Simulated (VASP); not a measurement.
# In2BAs3 (I4/mmm) in VASP: further runs

The runs below take In2BAs3 through single point, with PBE.

Everything below comes from runs of VASP 6.6.1. Logs are shortened: lines on timing, memory, paths and dates and some standing lists are left out, and cuts for length are marked.

## Step 1: The cell of the first run

The structure is tetragonal, space group I4/mmm (No. 139). The conventional cell has a = 5.720 Å, b = 5.720 Å, c = 8.379 Å, α = 90.00°, β = 90.00°, γ = 90.00°. In (site symmetry mmm) has 2 B at 2.86 Å and 10 As at 2.86 to 3.55 Å within 3.8 Å. B (site symmetry 4/mmm) has 2 As at 2.11 Å within 2.8 Å. Within 2.8 Å of As (site symmetry 4mm) lie 1 As at 2.08 Å and 1 B at 2.11 Å. As (site symmetry 4/mmm) has 2 As at 2.08 Å within 2.8 Å.

## Step 2: Single point, PBE

The input, INCAR:

```
SYSTEM = In2BAs3
ALGO = Normal ; EDIFF = 1E-6
ENCUT = 520 ; GGA = PE
ISIF = 2 ; ISMEAR = 0
LASPH = .TRUE. ; LCHARG = .TRUE.
LELF = .TRUE. ; LREAL = .FALSE.
LVHAR = .TRUE. ; LWAVE = .FALSE.
NBANDS = 31 ; NELM = 80
PREC = Accurate ; SIGMA = 0.1
```

The input, KPOINTS:

```
k-points
0
G
  4 4 4
  0 0 0
```

The input, POSCAR:

```
In2BAs3
1.0
   -2.8598039900      2.8598039900      4.1892688500
    2.8598039900     -2.8598039900      4.1892688500
    2.8598039900      2.8598039900     -4.1892688500
In B As
2 1 3
Direct
    0.5000000000      0.0000000000      0.5000000000
    0.0000000000      0.5000000000      0.5000000000
    0.5000000000      0.5000000000      0.0000000000
    0.7517180200      0.7517180200      0.0000000000
    0.2482819800      0.2482819800      0.0000000000
    0.0000000000      0.0000000000      0.0000000000
```

Potentials or basis: VASP PAW PBE potentials, release 64 (In_d, B, As).

Launch:

```console
> cat potpaw_PBE.64/In_d/POTCAR potpaw_PBE.64/B/POTCAR potpaw_PBE.64/As/POTCAR > POTCAR
> mpirun -np 1 vasp_std > vasp.out
```

OUTCAR:

```text
SYSTEM = In2BAs3
   EDIFF = 1E-6
   ENCUT = 520
   GGA = PE
   ISIF = 2
   ISMEAR = 0
   LASPH = .TRUE.
   LREAL = .FALSE.
   NELM = 80
   PREC = Accurate

 ion  position               nearest neighbor table
   1  0.500  0.000  0.500-   3 2.86   6 2.86   3 2.86   6 2.86
   2  0.000  0.500  0.500-   3 2.86   6 2.86   6 2.86   3 2.86
   3  0.500  0.500  0.000-   4 2.11   5 2.11   1 2.86   2 2.86   1 2.86   2 2.86
   4  0.752  0.752  0.000-   6 2.08   3 2.11
   5  0.248  0.248  0.000-   6 2.08   3 2.11
   6  0.000  0.000  0.000-   4 2.08   5 2.08   1 2.86   2 2.86   2 2.86   1 2.86

  LATTYP: Found a body centered tetragonal cell.
 ALAT       =     5.7196079800
 C/A-ratio  =     1.4648797137

  Lattice vectors:

 A1 = (  -2.8598039900,   2.8598039900,   4.1892688500)
 A2 = (   2.8598039900,  -2.8598039900,   4.1892688500)
 A3 = (   2.8598039900,   2.8598039900,  -4.1892688500)

Analysis of symmetry for initial positions (statically):
=====================================================================
 Subroutine PRICEL returns:
 Original cell was already a primitive cell.

 Routine SETGRP: Setting up the symmetry group for a
 body centered tetragonal supercell.

 Subroutine GETGRP returns: Found 16 space group operations
 (whereof 16 operations were pure point group operations)
 out of a pool of 16 trial point group operations.

The static configuration has the point symmetry D_4h.

Analysis of symmetry for dynamics (positions and initial velocities):
=====================================================================
 Subroutine PRICEL returns:
 Original cell was already a primitive cell.

 Routine SETGRP: Setting up the symmetry group for a
 body centered tetragonal supercell.

 Subroutine GETGRP returns: Found 16 space group operations
 (whereof 16 operations were pure point group operations)
 out of a pool of 16 trial point group operations.

The dynamic configuration has the point symmetry D_4h.

 Subroutine INISYM returns: Found 16 space group operations
 (whereof 16 operations are pure point group operations),
 and found     1 'primitive' translations

----------------------------------------------------------------------------------------

                                     Primitive cell

  volume of cell :     137.0474

  direct lattice vectors                    reciprocal lattice vectors
    -2.859803990  2.859803990  4.189268850     0.000000000  0.174837157  0.119352569
     2.859803990 -2.859803990  4.189268850     0.174837157  0.000000000  0.119352569
     2.859803990  2.859803990 -4.189268850     0.174837157  0.174837157  0.000000000

  length of vectors
     5.822965844  5.822965844  5.822965844     0.211690971  0.211690971  0.247257079

  position of ions in fractional coordinates (direct lattice)
     0.500000000  0.000000000  0.500000000
     0.000000000  0.500000000  0.500000000
     0.500000000  0.500000000  0.000000000
     0.751718020  0.751718020  0.000000000
     0.248281980  0.248281980  0.000000000
     0.000000000  0.000000000  0.000000000

  ion indices of the primitive-cell ions
   primitive index   ion index
                 1           1
                 2           2
                 3           3
                 4           4
                 5           5
                 6           6

----------------------------------------------------------------------------------------

 KPOINTS: k-points

Automatic generation of k-mesh.
 Grid dimensions read from file:
 generate k-points for:    4    4    4

 Generating k-lattice:

  Cartesian coordinates                     Fractional coordinates (reciprocal lattice)
     0.000000000  0.043709289  0.029838142     0.250000000  0.000000000  0.000000000
     0.043709289  0.000000000  0.029838142     0.000000000  0.250000000  0.000000000
     0.043709289  0.043709289  0.000000000     0.000000000  0.000000000  0.250000000

  Length of vectors
     0.052922743  0.052922743  0.061814270

  Shift w.r.t. Gamma in fractional coordinates (k-lattice)
     0.000000000  0.000000000  0.000000000

 Subroutine IBZKPT returns following result:
 ===========================================

 Found     13 irreducible k-points:

 Following reciprocal coordinates:
            Coordinates               Weight
  0.000000  0.000000  0.000000      1.000000
  0.250000  0.000000  0.000000      8.000000
  0.500000  0.000000  0.000000      4.000000
  0.250000  0.250000  0.000000      8.000000
  0.500000  0.250000  0.000000     16.000000
 -0.250000  0.250000  0.000000      4.000000
  0.500000  0.500000  0.000000      2.000000
  0.250000  0.250000  0.250000      2.000000
 -0.250000  0.250000  0.250000      4.000000
  0.500000  0.500000  0.250000      4.000000
 -0.250000  0.500000  0.250000      8.000000
 -0.250000 -0.250000  0.250000      2.000000
  0.500000  0.500000  0.500000      1.000000
   k-points           NKPTS =     13   k-points in BZ     NKDIM =     13   number of bands    NBANDS=     31
   number of dos      NEDOS =    301   number of ions     NIONS =      6
   total plane-waves  NPLWV = 110592
   dimension x,y,z NGX =    48 NGY =   48 NGZ =   48
   dimension x,y,z NGXF=    96 NGYF=   96 NGZF=   96
   ions per type =               2   1   3
   NGX,Y,Z   is equivalent  to a cutoff of  13.70, 13.70, 13.70 a.u.
   NGXF,Y,Z  is equivalent  to a cutoff of  27.41, 27.41, 27.41 a.u.
 SYSTEM =  In2BAs3
   PREC   = accura    normal or accurate (medium, high low for compatibility)
   ISTART =      0    job   : 0-new  1-cont  2-samecut
   ICHARG =      2    charge: 1-file 2-atom 10-const
   ISPIN  =      1    spin polarized calculation?
   LNONCOLLINEAR =      F non collinear calculations
   LSORBIT =      F    spin-orbit coupling
   LASPH  =      T    aspherical Exc in radial PAW
   ENCUT  =  520.0 eV  38.22 Ry    6.18 a.u.  10.83 10.83 10.83*2*pi/ulx,y,z
   NELM   =     80;   NELMIN=  2; NELMDL= -5     # of ELM steps
   EDIFF  = 0.1E-05   stopping-criterion for ELM
   LREAL  =      F    real-space projection
   EDIFFG = 0.1E-04   stopping-criterion for IOM
   NSW    =      0    number of steps for IOM
   IBRION =     -1    ionic relax: 0-MD 1-quasi-New 2-CG
   NFREE  =      0    steps in history (QN), initial steepest desc. (CG)
   ISIF   =      2    stress and relaxation
   ISYM   =      2    0-nonsym 1-usesym 2-fastsym
   POTIM  = 0.5000    time-step for ionic-motion
   TEBEG  =    0.0;   TEEND  =   0.0 temperature during run
   PSTRESS=    0.0 pullay stress
   NELECT =      44.0000    total number of electrons
   NUPDOWN=      -1.0000    fix difference up-down
   EMIN   =  10.00;   EMAX   =-10.00  energy-range for DOS
   EFERMI =   0.00;   METHOD = LEGACY
   ISMEAR =     0;   SIGMA  =   0.10  broadening in eV -4-tet -1-fermi 0-gaus
   EFERMI_NEDOS =   21; number of points for ismear=-14 and -15
   IALGO  =     38    algorithm
   IMIX   =      4    mixing-type and parameters
     AMIX     =   0.40;   BMIX     =  1.00
     AMIX_MAG =   1.60;   BMIX_MAG =  1.00
  volume/ion in A,a.u.               =      22.84       154.14
  Fermi-wavevector in a.u.,A,eV,Ry     =   1.120991  2.118366 17.097365  1.256621
  Thomas-Fermi vector in A             =   2.257641
   LORBIT       =      0    0 simple, 1 ext, 2 COOP (PROOUT), +10 PAW based schemes
   GGA     = PE    functional components
   LHFCALC =     F    Hartree Fock is set to
   AEXX    =    0.0000 exact exchange contribution
   IVDW    =     0    specifies the selected vdW correction
   LEPSILON=     F    determine dielectric tensor
   LRPA    =     F    only Hartree local field effects (RPA)
 non-spin polarized calculation
 Gauss-broadening in eV      SIGMA  =   0.10
  energy-cutoff  :      520.00
  volume of cell :      137.05
 maximum number of plane-waves:      3716
 NGX is ok and might be reduce to    48
   NGX = 21   NGY = 21   NGZ = 21

 number of electron      43.9999994 magnetization

 Free energy of the ion-electron system (eV)
  ---------------------------------------------------
  ext. energy  EPLUGINS =         0.00000000
  ---------------------------------------------------
  free energy    TOTEN  =       -19.61221929 eV

  energy without entropy =      -19.59768073  energy(sigma->0) =      -19.60495001

 E-fermi :   5.1709     XC(G=0):  -9.6678

 val. band max:        5.1224277486   @ k =   0.2500   0.2500   0.0000
 cond. band min:       5.2896928109   @ k =  -0.2500   0.5000   0.2500
 fundamental gap:      0.1672650623
 Fermi energy:         5.1708899117

 k-point     1 :       0.0000    0.0000    0.0000
  band No.  band energies     occupation
      1      -9.9856      2.00000
      2      -9.2532      2.00000
      3      -9.2532      2.00000
      4      -9.2525      2.00000
      5      -9.2487      2.00000
      6      -9.2285      2.00000
[... 23 lines left out ...]
     30      10.9253      0.00000
     31      12.2444      0.00000

 k-point     2 :       0.2500    0.0000    0.0000
  band No.  band energies     occupation
      1      -9.8775      2.00000
      2      -9.2747      2.00000
      3      -9.2601      2.00000
      4      -9.2499      2.00000
      5      -9.2354      2.00000
      6      -9.2147      2.00000
[... 23 lines left out ...]
     30       9.9398      0.00000
     31      11.5730      0.00000

 k-point     3 :       0.5000    0.0000    0.0000
  band No.  band energies     occupation
      1      -9.7527      2.00000
      2      -9.3164      2.00000
      3      -9.2648      2.00000
      4      -9.2463      2.00000
      5      -9.2053      2.00000
      6      -9.2016      2.00000
[... 23 lines left out ...]
     30       9.6674      0.00000
     31      10.9436      0.00000

 k-point     4 :       0.2500    0.2500    0.0000
  band No.  band energies     occupation
      1      -9.7662      2.00000
      2      -9.2898      2.00000
      3      -9.2727      2.00000
      4      -9.2393      2.00000
      5      -9.2298      2.00000
      6      -9.1973      2.00000
[... 23 lines left out ...]
     30      10.0650      0.00000
     31      10.1853      0.00000

 k-point     5 :       0.5000    0.2500    0.0000
  band No.  band energies     occupation
      1      -9.6219      2.00000
      2      -9.3194      2.00000
      3      -9.2857      2.00000
      4      -9.2365      2.00000
      5      -9.2173      2.00000
      6      -9.2031      2.00000
[... 23 lines left out ...]
     30       9.4363      0.00000
     31      10.2097      0.00000

 k-point     6 :      -0.2500    0.2500    0.0000
  band No.  band energies     occupation
      1      -9.7682      2.00000
      2      -9.2817      2.00000
      3      -9.2780      2.00000
      4      -9.2421      2.00000
      5      -9.2352      2.00000
      6      -9.2008      2.00000
[... 23 lines left out ...]
     30       9.9097      0.00000
     31       9.9124      0.00000

 k-point     7 :       0.5000    0.5000    0.0000
  band No.  band energies     occupation
      1      -9.3287      2.00000
      2      -9.3143      2.00000
      3      -9.3029      2.00000
      4      -9.2579      2.00000
      5      -9.2320      2.00000
      6      -9.2060      2.00000
[... 23 lines left out ...]
     30       9.2152      0.00000
     31       9.3547      0.00000

 k-point     8 :       0.2500    0.2500    0.2500
  band No.  band energies     occupation
      1      -9.3220      2.00000
      2      -9.3207      2.00000
      3      -9.3207      2.00000
      4      -9.2963      2.00000
      5      -9.2314      2.00000
      6      -9.2023      2.00000
[... 23 lines left out ...]
     30       9.0908      0.00000
     31      10.3825      0.00000

 k-point     9 :      -0.2500    0.2500    0.2500
  band No.  band energies     occupation
      1      -9.7605      2.00000
      2      -9.3177      2.00000
      3      -9.2677      2.00000
      4      -9.2474      2.00000
      5      -9.2086      2.00000
      6      -9.1921      2.00000
[... 23 lines left out ...]
     30       9.4581      0.00000
     31      10.7314      0.00000

 k-point    10 :       0.5000    0.5000    0.2500
  band No.  band energies     occupation
      1      -9.7787      2.00000
      2      -9.2999      2.00000
      3      -9.2730      2.00000
      4      -9.2382      2.00000
      5      -9.2226      2.00000
      6      -9.1938      2.00000
[... 23 lines left out ...]
     30      10.0429      0.00000
     31      10.6555      0.00000

 k-point    11 :      -0.2500    0.5000    0.2500
  band No.  band energies     occupation
      1      -9.8758      2.00000
      2      -9.2866      2.00000
      3      -9.2552      2.00000
      4      -9.2455      2.00000
      5      -9.2238      2.00000
      6      -9.2130      2.00000
[... 23 lines left out ...]
     30      10.5053      0.00000
     31      11.1782      0.00000

 k-point    12 :      -0.2500   -0.2500    0.2500
  band No.  band energies     occupation
      1      -9.9649      2.00000
      2      -9.2628      2.00000
      3      -9.2480      2.00000
      4      -9.2480      2.00000
      5      -9.2430      2.00000
      6      -9.2273      2.00000
[... 23 lines left out ...]
     30      12.5836      0.00000
     31      12.5836      0.00000

 k-point    13 :       0.5000    0.5000    0.5000
  band No.  band energies     occupation
      1      -9.9671      2.00000
      2      -9.2752      2.00000
      3      -9.2448      2.00000
      4      -9.2448      2.00000
      5      -9.2336      2.00000
      6      -9.2261      2.00000
[... 23 lines left out ...]
     30      10.8199      0.00000
     31      11.0789      0.00000

------------------------ aborting loop because EDIFF is reached ----------------------------------------

  FORCE on cell =-STRESS in cart. coord.  units (eV):
  Direction    XX          YY          ZZ          XY          YZ          ZX
  --------------------------------------------------------------------------------------
  -------------------------------------------------------------------------------------
  Total        0.7419543      0.7419543     26.5095348      0.0000000      0.0000000     -0.0000000
  in kB        8.6739515      8.6739515    309.9145234      0.0000000      0.0000000     -0.0000000
  external PRESSURE =     109.0874755 kB  Pullay stress =       0.0000000 kB

 VOLUME and BASIS-vectors are now :
 -----------------------------------------------------------------------------
  energy-cutoff  :      520.00
  volume of cell :      137.05
      direct lattice vectors                 reciprocal lattice vectors
    -2.859803990  2.859803990  4.189268850     0.000000000  0.174837157  0.119352569
     2.859803990 -2.859803990  4.189268850     0.174837157  0.000000000  0.119352569
     2.859803990  2.859803990 -4.189268850     0.174837157  0.174837157  0.000000000

 POSITION                                       TOTAL-FORCE (eV/Angst)
 -----------------------------------------------------------------------------------
      0.00000      2.85980      0.00000        -0.000000     -0.000000      0.000000
      2.85980      0.00000      0.00000        -0.000000     -0.000000      0.000000
      0.00000      0.00000      4.18927        -0.000000     -0.000000      0.000000
      0.00000      0.00000      6.29830        -0.000000     -0.000000     -7.389751
      0.00000      0.00000      2.08024         0.000000      0.000000      7.389751
      0.00000      0.00000      0.00000        -0.000000     -0.000000      0.000000
 -----------------------------------------------------------------------------------
    total drift:                               -0.000000     -0.000000      0.000000

  FREE ENERGIE OF THE ION-ELECTRON SYSTEM (eV)
  ---------------------------------------------------
  free  energy   TOTEN  =       -19.6122192928 eV

  energy  without entropy=      -19.5976807339  energy(sigma->0) =      -19.60495001
```

Wall time 54 s (1 thread of AMD EPYC 9R45 (Zen 5), shared host); peak memory 0.31 GiB.

What came out:

| Quantity | Value |
| --- | --- |
| Free energy | -19.6122 eV |
| Pressure | 10.9 GPa |
| Largest force | 7.390 eV/Å |
| Band gap on the k mesh | zero (band 22 reaches 5.64 eV, above the bottom of band 23 at 2.91 eV) |

Forces in eV/Å, atoms in the order of the input:
```
In   0.000  0.000  0.000
In   0.000  0.000  0.000
B    0.000  0.000  0.000
As   0.000  0.000 -7.390
As   0.000  0.000  7.390
As   0.000  0.000  0.000
```

Caveat: the k points lie up to 0.39 Å⁻¹ apart; spin-orbit coupling is left out, which moves the levels of the heavy elements; forces of over 1 eV/Å act on the atoms, so gaps and moduli don't describe the material at rest.

## Step 3: Single point, PBE

This run uses another cell than the first one, of 23.65 Å³/atom, 1.035 times its volume.

The input, INCAR:

```
  PREC = Accurate
  ENCUT = 520
  EDIFF = 1E-6
  ISMEAR = 0
  SIGMA = 0.1
  LREAL = False
  LASPH = True
  NELM = 80
  ALGO = Normal
  ISIF = 2
  LWAVE = False
  LCHARG = True
  GGA = PE
  LELF = True
  LVHAR = True
  NBANDS = 31
```

The input, KPOINTS:

```
Automatic mesh
0
Gamma
  4 4 4
```

The input, POSCAR:

```
In2BAs3
1.0
   -2.7242265995      2.7242265995      4.7798114738
    2.7242265995     -2.7242265995      4.7798114738
    2.7242265995      2.7242265995     -4.7798114738
In B As
2 1 3
Direct
    0.5000000000      0.0000000000      0.5000000000
    0.0000000000      0.5000000000      0.5000000000
    0.5000000000      0.5000000000      0.0000000000
    0.7029285982      0.7029285982      0.0000000000
    0.2970714018      0.2970714018      0.0000000000
    0.0000000000      0.0000000000      0.0000000000
```

Potentials or basis: VASP PAW PBE potentials, release 64 (In_d, B, As).

Launch:

```console
> cat potpaw_PBE.64/In_d/POTCAR potpaw_PBE.64/B/POTCAR potpaw_PBE.64/As/POTCAR > POTCAR
> mpirun -np 1 vasp_std > vasp.out
```

It took 49 s on 1 thread of AMD EPYC 9R45 (Zen 5), shared host; peak memory 0.31 GiB.

It converged, with:

```
Free energy            : -22.9223 eV
Pressure               : 0.2 GPa
Largest force          : 0.073 eV/Å
Band gap on the k mesh : zero (band 22 reaches 5.81 eV, above the bottom of band 23 at 2.98 eV)
```

Forces on the atoms (eV/Å):
```
In   0.000  0.000  0.000
In   0.000  0.000  0.000
B    0.000  0.000  0.000
As   0.000  0.000  0.073
As   0.000  0.000 -0.073
As   0.000  0.000  0.000
```

Stress tensor (GPa, compression positive):
```
0.00 0.00 0.00
0.00 0.00 0.00
0.00 0.00 0.61
```

Levels at points of the mesh, in eV from the Fermi level:
```tsv
k point	band 20	band 21	band 22	band 23	band 24	band 25
(0.00, 0.00, 0.00)	-2.39	-2.00	-1.82	-1.82	0.87	1.09
(0.50, 0.00, 0.00)	-1.43	-0.62	-0.62	-0.14	1.26	1.35
(0.50, 0.50, 0.00)	-0.86	-0.14	1.02	1.09	2.15	2.61
(0.50, 0.50, 0.50)	-1.85	-1.63	0.13	0.13	0.56	1.20
```

Caveat: the k points lie up to 0.41 Å⁻¹ apart; spin-orbit coupling is left out, which moves the levels of the heavy elements.
